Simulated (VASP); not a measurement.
# AlN (R3m) in VASP: a series of runs

The runs below take AlN through single point, with HSE06.

Program: VASP 6.6.1. These are calculated values, not measurements. Logs are shortened: lines on timing, memory, paths and dates and some standing lists are left out, and cuts for length are marked.

**1. The cell of the first run**

The structure is trigonal, space group R3m (No. 160). The conventional cell has a = 3.059 Å, b = 3.059 Å, c = 7.594 Å, α = 90.00°, β = 90.00°, γ = 120.00°. Al (site symmetry 3m) has 4 N at 1.88 to 1.89 Å within 2.5 Å. Within 2.5 Å of N (site symmetry 3m) lie 4 Al at 1.88 to 1.89 Å.

**2. Single point, HSE06 (epitaxial 111 strain -1.0%)**

Input file POSCAR:

```
AlN
1.0
    0.0195401572      2.1825678056      2.1825678056
    2.1825678056      0.0195401572      2.1825678056
    2.1825678056      2.1825678056      0.0195401572
Al N
1 1
Direct
    0.0006142246      0.0006142246      0.0006142246
    0.2493857754      0.2493857754      0.2493857754
```

Input file INCAR.step1:

```
PREC = Accurate
ENCUT = 520
EDIFF = 1E-5
ISMEAR = 0
SIGMA = 0.01
LREAL = False
LASPH = True
NELM = 80
ALGO = Normal
ISIF = 2
LWAVE = True
NBANDS = 11
GGA = PE
```

Input file INCAR.step2:

```
PREC = Accurate
ENCUT = 520
EDIFF = 1E-6
ISMEAR = 0
SIGMA = 0.01
LREAL = False
LASPH = True
NELM = 80
ALGO = Normal
ISIF = 2
LWAVE = False
LCHARG = True
GGA = PE
LHFCALC = True
HFSCREEN = 0.2079
PRECFOCK = Normal
LELF = True
LVHAR = True
NBANDS = 11
ISTART = 1
```

Input file KPOINTS:

```
Automatic mesh
0
Gamma
  8 8 8
```

Potentials or basis: VASP PAW PBE potentials, release 64 (Al, N).

The run is started by

```
$ cat potpaw_PBE.64/Al/POTCAR potpaw_PBE.64/N/POTCAR > POTCAR
$ cp INCAR.step1 INCAR
$ mpirun -np 1 vasp_std > vasp.out
$ cp INCAR.step2 INCAR
$ mpirun -np 1 vasp_std > vasp.out
```

OUTCAR:

```text
PREC = Accurate
   ENCUT = 520
   EDIFF = 1E-6
   ISMEAR = 0
   LREAL = False
   LASPH = True
   NELM = 80
   ISIF = 2
   GGA = PE
   LHFCALC = True
   HFSCREEN = 0.2079
   PRECFOCK = Normal
   ISTART = 1

 ion  position               nearest neighbor table
   1  0.001  0.001  0.001-   2 1.88   2 1.88   2 1.88   2 1.89
   2  0.249  0.249  0.249-   1 1.88   1 1.88   1 1.88   1 1.89

  LATTYP: Found a trigonal (rhomboedric) cell.
 ALAT       =     3.0866788414
 COS(alpha) =     0.5089324331

  Lattice vectors:

 A1 = (   0.0195401572,   2.1825678056,   2.1825678056)
 A2 = (   2.1825678056,   0.0195401572,   2.1825678056)
 A3 = (   2.1825678056,   2.1825678056,   0.0195401572)

Analysis of symmetry for initial positions (statically):
=====================================================================
 Subroutine PRICEL returns:
 Original cell was already a primitive cell.

 Routine SETGRP: Setting up the symmetry group for a
 trigonal (rhombohedral) supercell.

 Subroutine GETGRP returns: Found  6 space group operations
 (whereof  6 operations were pure point group operations)
 out of a pool of 12 trial point group operations.

The static configuration has the point symmetry C_3v.

Analysis of symmetry for dynamics (positions and initial velocities):
=====================================================================
 Subroutine PRICEL returns:
 Original cell was already a primitive cell.

 Routine SETGRP: Setting up the symmetry group for a
 trigonal (rhombohedral) supercell.

 Subroutine GETGRP returns: Found  6 space group operations
 (whereof  6 operations were pure point group operations)
 out of a pool of 12 trial point group operations.

The dynamic configuration has the point symmetry C_3v.

 Subroutine INISYM returns: Found  6 space group operations
 (whereof  6 operations are pure point group operations),
 and found     1 'primitive' translations

----------------------------------------------------------------------------------------

                                     Primitive cell

  volume of cell :      20.5145

  direct lattice vectors                    reciprocal lattice vectors
     0.019540157  2.182567806  2.182567806    -0.232187616  0.230127325  0.230127325
     2.182567806  0.019540157  2.182567806     0.230127325 -0.232187616  0.230127325
     2.182567806  2.182567806  0.019540157     0.230127325  0.230127325 -0.232187616

  length of vectors
     3.086678841  3.086678841  3.086678841     0.399785268  0.399785268  0.399785268

  position of ions in fractional coordinates (direct lattice)
     0.000614225  0.000614225  0.000614225
     0.249385775  0.249385775  0.249385775

  ion indices of the primitive-cell ions
   primitive index   ion index
                 1           1
                 2           2

----------------------------------------------------------------------------------------

 KPOINTS: Automatic mesh

Automatic generation of k-mesh.
 Grid dimensions read from file:
 generate k-points for:    8    8    8

 Generating k-lattice:

  Cartesian coordinates                     Fractional coordinates (reciprocal lattice)
    -0.029023452  0.028765916  0.028765916     0.125000000 -0.000000000 -0.000000000
     0.028765916 -0.029023452  0.028765916    -0.000000000  0.125000000 -0.000000000
     0.028765916  0.028765916 -0.029023452    -0.000000000 -0.000000000  0.125000000

  Length of vectors
     0.049973159  0.049973159  0.049973159

  Shift w.r.t. Gamma in fractional coordinates (k-lattice)
     0.000000000  0.000000000  0.000000000

 Subroutine IBZKPT returns following result:
 ===========================================

 Found     65 irreducible k-points:

 Following reciprocal coordinates:
            Coordinates               Weight
  0.000000  0.000000  0.000000      1.000000
  0.125000 -0.000000 -0.000000      6.000000
  0.250000 -0.000000 -0.000000      6.000000
  0.375000  0.000000 -0.000000      6.000000
  0.500000 -0.000000 -0.000000      3.000000
  0.125000  0.125000  0.000000      6.000000
[... 16 lines left out ...]
  0.250000  0.125000  0.125000      6.000000
  0.375000  0.125000  0.125000      6.000000
 [... further k-points ...]
   k-points           NKPTS =     65   k-points in BZ     NKDIM =    512   number of bands    NBANDS=     11
   number of dos      NEDOS =    301   number of ions     NIONS =      2
   total plane-waves  NPLWV =  13824
   dimension x,y,z NGX =    24 NGY =   24 NGZ =   24
   dimension x,y,z NGXF=    48 NGYF=   48 NGZF=   48
   ions per type =               1   1
   NGX,Y,Z   is equivalent  to a cutoff of  12.93, 12.93, 12.93 a.u.
   NGXF,Y,Z  is equivalent  to a cutoff of  25.85, 25.85, 25.85 a.u.
 SYSTEM =  unknown system
   PREC   = accura    normal or accurate (medium, high low for compatibility)
   ISTART =      1    job   : 0-new  1-cont  2-samecut
   ICHARG =      0    charge: 1-file 2-atom 10-const
   ISPIN  =      1    spin polarized calculation?
   LNONCOLLINEAR =      F non collinear calculations
   LSORBIT =      F    spin-orbit coupling
   LASPH  =      T    aspherical Exc in radial PAW
   ENCUT  =  520.0 eV  38.22 Ry    6.18 a.u.   5.74  5.74  5.74*2*pi/ulx,y,z
   NELM   =     80;   NELMIN=  2; NELMDL=  0     # of ELM steps
   EDIFF  = 0.1E-05   stopping-criterion for ELM
   LREAL  =      F    real-space projection
   EDIFFG = 0.1E-04   stopping-criterion for IOM
   NSW    =      0    number of steps for IOM
   IBRION =     -1    ionic relax: 0-MD 1-quasi-New 2-CG
   NFREE  =      0    steps in history (QN), initial steepest desc. (CG)
   ISIF   =      2    stress and relaxation
   ISYM   =      3    0-nonsym 1-usesym 2-fastsym
   POTIM  = 0.5000    time-step for ionic-motion
   TEBEG  =    0.0;   TEEND  =   0.0 temperature during run
   PSTRESS=    0.0 pullay stress
   NELECT =       8.0000    total number of electrons
   NUPDOWN=      -1.0000    fix difference up-down
   EMIN   =  10.00;   EMAX   =-10.00  energy-range for DOS
   EFERMI =   0.00;   METHOD = LEGACY
   ISMEAR =     0;   SIGMA  =   0.01  broadening in eV -4-tet -1-fermi 0-gaus
   EFERMI_NEDOS =   21; number of points for ismear=-14 and -15
   IALGO  =     38    algorithm
   IMIX   =      1    mixing-type and parameters
     AMIX     =   0.40;   BMIX     =  1.00
     AMIX_MAG =   1.60;   BMIX_MAG =  1.00
  volume/ion in A,a.u.               =      10.26        69.22
  Fermi-wavevector in a.u.,A,eV,Ry     =   1.196054  2.260215 19.463763  1.430546
  Thomas-Fermi vector in A             =   2.332004
   LORBIT       =      0    0 simple, 1 ext, 2 COOP (PROOUT), +10 PAW based schemes
   GGA     = PE    functional components
   LHFCALC =     T    Hartree Fock is set to
   PRECFOCK=normal    Normal, Fast or Accurate (Low or Medium for compatibility)
   ENCUT4O =  -1.0   cutoff for four orbital integrals eV
   NKREDX  =     1    reduce k-point grid by
   NKREDY  =     1    reduce k-point grid by
   NKREDZ  =     1    reduce k-point grid by
   AEXX    =    0.2500 exact exchange contribution
   HFSCREEN=    0.2079 screening length (either q_TF or 0.3 A-1)
   HFSCREENC=   0.2079 screening length for correlation (either q_TF or 0.3 A-1)
   ENCUTFOCK=  -1.0 apply spherical cutoff to Coloumb kernel
   IVDW    =     0    specifies the selected vdW correction
   LEPSILON=     F    determine dielectric tensor
   LRPA    =     F    only Hartree local field effects (RPA)
 non-spin polarized calculation
 Gauss-broadening in eV      SIGMA  =   0.01
  energy-cutoff  :      520.00
  volume of cell :       20.51
 maximum number of plane-waves:       568
  NGX = 18; NGY = 18; NGZ = 18

 number of electron       7.9999999 magnetization

 Free energy of the ion-electron system (eV)
  ---------------------------------------------------
  ext. energy  EPLUGINS =         0.00000000
  ---------------------------------------------------
  free energy    TOTEN  =       -17.39070058 eV

  energy without entropy =      -17.39070058  energy(sigma->0) =      -17.39070058

 E-fermi :   5.3804     XC(G=0):  -9.0667

 val. band max:        5.2260721802   @ k =   0.0000   0.0000   0.0000
 cond. band min:       9.7521399707   @ k =   0.5000   0.5000   0.0000
 fundamental gap:      4.5260677904
 Fermi energy:         5.3803746283

 k-point     1 :       0.0000    0.0000    0.0000
  band No.  band energies     occupation
      1     -11.3845      2.00000
      2       5.1087      2.00000
      3       5.2261      2.00000
      4       5.2261      2.00000
      5      10.8822      0.00000
      6      19.3489      0.00000
      7      19.7167      0.00000
      8      19.7167      0.00000
      9      24.9177      0.00000
     10      24.9177      0.00000
     11      26.2761      0.00000

 k-point     2 :       0.1250   -0.0000   -0.0000
  band No.  band energies     occupation
      1     -11.1347      2.00000
      2       3.9699      2.00000
      3       5.0368      2.00000
      4       5.1334      2.00000
      5      11.8468      0.00000
      6      19.0754      0.00000
      7      19.6174      0.00000
      8      19.8991      0.00000
      9      23.1798      0.00000
     10      23.3061      0.00000
     11      25.1784      0.00000

 k-point     3 :       0.2500   -0.0000   -0.0000
  band No.  band energies     occupation
      1     -10.4491      2.00000
      2       1.6769      2.00000
      3       4.8434      2.00000
      4       4.9241      2.00000
      5      13.2440      0.00000
      6      18.0528      0.00000
      7      19.2065      0.00000
      8      19.3861      0.00000
      9      23.2719      0.00000
     10      23.5767      0.00000
     11      24.3669      0.00000
[... 267 lines left out ...]
 k-point    23 :       0.2500    0.1250    0.1250
  band No.  band energies     occupation
      1     -10.7503      2.00000
      2       2.7744      2.00000
      3       4.4200      2.00000
      4       5.1716      2.00000
      5      12.9488      0.00000
      6      18.4825      0.00000
      7      19.0951      0.00000
      8      20.1093      0.00000
      9      21.5251      0.00000
     10      23.8417      0.00000
     11      27.3260      0.00000

 k-point    24 :       0.3750    0.1250    0.1250
  band No.  band energies     occupation
      1      -9.9934      2.00000
      2       0.9856      2.00000
      3       3.8236      2.00000
      4       4.9552      2.00000
      5      14.1421      0.00000
      6      17.1400      0.00000
      7      18.6777      0.00000
      8      19.2599      0.00000
      9      22.6897      0.00000
     10      25.2438      0.00000
     11      26.8103      0.00000

 [... further k-points ...]

------------------------ aborting loop because EDIFF is reached ----------------------------------------

  FORCE on cell =-STRESS in cart. coord.  units (eV):
  Direction    XX          YY          ZZ          XY          YZ          ZX
  --------------------------------------------------------------------------------------
  -------------------------------------------------------------------------------------
  Total        0.3618676      0.3618676      0.3618676     -0.2318861     -0.2318861     -0.2318861
  in kB       28.2617281     28.2617281     28.2617281    -18.1102150    -18.1102150    -18.1102150
  external PRESSURE =      28.2617281 kB  Pullay stress =       0.0000000 kB

 VOLUME and BASIS-vectors are now :
 -----------------------------------------------------------------------------
  energy-cutoff  :      520.00
  volume of cell :       20.51
      direct lattice vectors                 reciprocal lattice vectors
     0.019540157  2.182567806  2.182567806    -0.232187616  0.230127325  0.230127325
     2.182567806  0.019540157  2.182567806     0.230127325 -0.232187616  0.230127325
     2.182567806  2.182567806  0.019540157     0.230127325  0.230127325 -0.232187616

 POSITION                                       TOTAL-FORCE (eV/Angst)
 -----------------------------------------------------------------------------------
      0.00269      0.00269      0.00269         0.000189      0.000189      0.000189
      1.09348      1.09348      1.09348        -0.000189     -0.000189     -0.000189
 -----------------------------------------------------------------------------------
    total drift:                                0.000016      0.000016      0.000016

  FREE ENERGIE OF THE ION-ELECTRON SYSTEM (eV)
  ---------------------------------------------------
  free  energy   TOTEN  =       -17.3907005794 eV

  energy  without entropy=      -17.3907005794  energy(sigma->0) =      -17.39070058
```

It took 74 min on 1 thread of Intel Xeon Platinum 8259CL at 2.50GHz (Skylake/Cascade Lake), shared host; peak memory 0.26 GiB.

Results:

```yaml
Free_energy: -17.3907 eV
Pressure: 2.8 GPa
Band_gap_on_the_k_mesh: 4.53 eV (least direct gap 5.66 eV)
```

Levels at points of the mesh, in eV from the valence-band top:
```csv
k point,band 2,band 3,band 4,band 5,band 6,band 7
"(0.00, 0.00, 0.00)",-0.12,0.00,0.00,5.66,14.12,14.49
"(0.50, 0.00, 0.00)",-6.44,-0.63,-0.57,8.94,11.70,12.69
"(0.50, 0.50, 0.00)",-5.42,-2.08,-1.94,4.53,10.15,16.28
"(0.50, 0.50, 0.50)",-6.51,-0.51,-0.51,9.10,11.71,12.98
```

Caveat: the cell differs from its parent crystal (epitaxial 111 strain -1.0%); the structure was generated, so it needn't be the stable form of AlN; the PAW data sets were made with another functional, which shifts forces and pressure a little.

**3. Single point, HSE06 (epitaxial 111 strain -2.0%)**

Input file POSCAR:

```
AlN
1.0
    0.0391562402      2.1803351244      2.1803351244
    2.1803351244      0.0391562402      2.1803351244
    2.1803351244      2.1803351244      0.0391562402
Al N
1 1
Direct
    0.0012889231      0.0012889231      0.0012889231
    0.2487110769      0.2487110769      0.2487110769
```

Input file INCAR.step1:

```
SYSTEM = AlN
ALGO = Normal ; EDIFF = 1E-5
ENCUT = 520 ; GGA = PE
ISIF = 2 ; ISMEAR = 0
LASPH = .True. ; LREAL = .False.
LWAVE = .True. ; NBANDS = 11
NELM = 80 ; PREC = Accurate
SIGMA = 0.01
```

Input file INCAR.step2:

```
SYSTEM = AlN
ALGO = Normal ; EDIFF = 1E-6
ENCUT = 520 ; GGA = PE
HFSCREEN = 0.2079 ; ISIF = 2
ISMEAR = 0 ; ISTART = 1
LASPH = .True. ; LCHARG = .True.
LELF = .True. ; LHFCALC = .True.
LREAL = .False. ; LVHAR = .True.
LWAVE = .False. ; NBANDS = 11
NELM = 80 ; PREC = Accurate
PRECFOCK = Normal ; SIGMA = 0.01
```

Input file KPOINTS:

```
k-points
0
Gamma
  8 8 8
  0 0 0
```

Potentials or basis: VASP PAW PBE potentials, release 64 (Al, N).

The run is started by

```
$ cat potpaw_PBE.64/Al/POTCAR potpaw_PBE.64/N/POTCAR > POTCAR
$ cp INCAR.step1 INCAR
$ mpirun -np 1 vasp_std > vasp.out
$ cp INCAR.step2 INCAR
$ mpirun -np 1 vasp_std > vasp.out
```

Run time: 55 min. Hardware: 1 thread of Oxide Virtual Turin-like, shared host; peak memory 0.23 GiB.

The run converged. Its results:

```
Free energy            : -17.3707 eV
Pressure               : 6.7 GPa
Largest force          : 0.004 eV/Å
Band gap on the k mesh : 4.49 eV (least direct gap 5.76 eV)
```

Forces on the atoms (eV/Å):
```
Al  -0.002 -0.002 -0.002
N    0.002  0.002  0.002
```

Stress tensor (GPa, compression positive):
```
 6.73 -3.75 -3.75
-3.75  6.73 -3.75
-3.75 -3.75  6.73
```

Levels at points of the mesh, in eV from the valence-band top:
```csv
k point,band 1,band 2,band 3,band 4,band 5,band 6,band 7,band 8
"(0.00, 0.00, 0.00)",-16.76,-0.25,0.00,0.00,5.76,14.02,14.76,14.76
"(0.50, 0.00, 0.00)",-14.43,-6.55,-0.73,-0.60,9.02,11.74,12.66,12.97
"(0.50, 0.50, 0.00)",-13.76,-5.53,-2.21,-1.93,4.49,10.22,16.45,18.15
"(0.50, 0.50, 0.50)",-14.59,-6.69,-0.48,-0.48,9.35,11.79,13.21,13.21
```

Caveat: the cell differs from its parent crystal (epitaxial 111 strain -2.0%); the cell stands under pressure; the structure was generated, so it needn't be the stable form of AlN; the PAW data sets were made with another functional, which shifts forces and pressure a little. A k mesh can miss the band edges.

**4. Single point, HSE06 (epitaxial 111 strain -4.0%)**

Input file POSCAR:

```
AlN
1.0
    0.0784759504      2.1759573064      2.1759573064
    2.1759573064      0.0784759504      2.1759573064
    2.1759573064      2.1759573064      0.0784759504
Al N
1 1
Direct
    0.0026685146      0.0026685146      0.0026685146
    0.2473314854      0.2473314854      0.2473314854
```

Input file INCAR.step1:

```
SYSTEM = AlN
PREC = Accurate ; ENCUT = 520
EDIFF = 1E-5 ; ISMEAR = 0
SIGMA = 0.01 ; LREAL = .FALSE.
LASPH = .TRUE. ; NELM = 100
ALGO = Normal ; ISIF = 2
LWAVE = .TRUE. ; LCHARG = .FALSE.
GGA = PE ; NBANDS = 11
```

Input file INCAR.step2:

```
SYSTEM = AlN
PREC = Accurate ; ENCUT = 520
EDIFF = 1E-6 ; ISMEAR = 0
SIGMA = 0.01 ; LREAL = .FALSE.
LASPH = .TRUE. ; NELM = 100
ALGO = Normal ; ISIF = 2
LWAVE = .FALSE. ; LCHARG = .FALSE.
GGA = PE ; LHFCALC = .TRUE.
HFSCREEN = 0.2079 ; PRECFOCK = Normal
ISTART = 1 ; NBANDS = 11
```

Input file KPOINTS:

```
Automatic mesh
0
G
  8 8 8
  0 0 0
```

The run is started by

```
$ cat potpaw_PBE.64/Al/POTCAR potpaw_PBE.64/N/POTCAR > POTCAR
$ cp INCAR.step1 INCAR
$ mpirun -np 1 vasp_std > vasp.out
$ cp INCAR.step2 INCAR
$ mpirun -np 1 vasp_std > vasp.out
```

Wall time 1.6 h (1 thread of Oxide Virtual Turin-like, shared host); peak memory 0.22 GiB.

The run converged. Its results:

| Quantity | Value |
| --- | --- |
| Free energy | -17.2838 eV |
| Pressure | 15.4 GPa |
| Largest force | 0.010 eV/Å |
| Band gap on the k mesh | 4.37 eV (least direct gap 5.90 eV) |

Forces on the atoms (eV/Å):
```
Al   0.006  0.006  0.006
N   -0.006 -0.006 -0.006
```

Stress tensor (GPa, compression positive):
```
15.45 -8.10 -8.10
-8.10 15.45 -8.10
-8.10 -8.10 15.45
```

Levels at points of the mesh, in eV from the valence-band top:
```
           k point  band 1  band 2  band 3  band 4  band 5  band 6  band 7  band 8
(0.00, 0.00, 0.00)  -17.09   -0.55    0.00    0.00    5.90   13.84   15.31   15.31
(0.50, 0.00, 0.00)  -14.60   -6.78   -0.96   -0.68    9.12   11.70   12.68   13.18
(0.50, 0.50, 0.00)  -13.93   -5.75   -2.49   -1.92    4.37   10.37   16.73   18.57
(0.50, 0.50, 0.50)  -14.92   -7.09   -0.43   -0.43    9.85   11.90   13.68   13.68
```

Caveat: the cell differs from its parent crystal (epitaxial 111 strain -4.0%); the cell stands under pressure; the structure was generated, so it needn't be the stable form of AlN; the PAW data sets were made with another functional, which shifts forces and pressure a little.

**5. Overview**

```csv
cell,gap on the mesh (eV),pressure (GPa)
"a = 3.087 Å, angles 59.4°, 2 atoms, epitaxial 111 strain -1.0%",4.53,2.8
"a = 3.084 Å, angles 58.8°, 2 atoms, epitaxial 111 strain -2.0%",4.49,6.7
"a = 3.078 Å, angles 57.6°, 2 atoms, epitaxial 111 strain -4.0%",4.37,15.4
```

Alike in all rows: task single point; level HSE06; potentials or basis VASP PAW PBE potentials, release 64 (Al, N); no spin polarisation; k mesh 8 × 8 × 8; cutoff (eV) 520; smearing gaussian 0.01 eV.

Caveats: the structure was generated, so it needn't be the stable form of AlN; the PAW data sets were made with another functional, which shifts forces and pressure a little; the cell stands under pressure (at least some runs).

Absolute energies hang on the potentials; compare differences alone.
